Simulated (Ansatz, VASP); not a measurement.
Two plane-wave programs on AlN

```
Al N
1.0
     3.34110    0.00000    0.00000
    -1.67055    2.89348    0.00000
     0.00000    0.00000    4.26420
Al N
2 2
Direct
  0.33333 0.66667 0.75000
  0.66667 0.33333 0.25000
  0.33333 0.66667 0.25000
  0.66667 0.33333 0.75000
```

Alike in both runs: task single point; functional PBEsol; k mesh 9 × 9 × 6; occupations gaussian, width 0.05 eV; no spin polarisation.

|  | VASP | Ansatz |
| --- | --- | --- |
| version | VASP 6.6.1 | Ansatz 0.2.0 |
| potentials or method | VASP PAW PBE potentials, release 64 (Al, N), cutoff 520 eV | scalar-relativistic, plane waves, PAW |
| valence electrons in the cell | 16 | 16 |

```csv
,VASP,Ansatz,Ansatz less VASP
gap on the k mesh at the Fermi level (eV),2.90,2.88,-0.012
least direct gap on the mesh (eV),2.90,2.88,-0.012
pressure (GPa),-9.9,-9.9,+0.03
"traceless stress, the component that is largest in VASP (GPa)",-0.50,-0.48,+0.017
```

VASP's potentials were made for PBE, not for PBEsol, and Ansatz warns of the same on its side. The functional is the same, so the differences come from potentials, cutoffs and numerics.
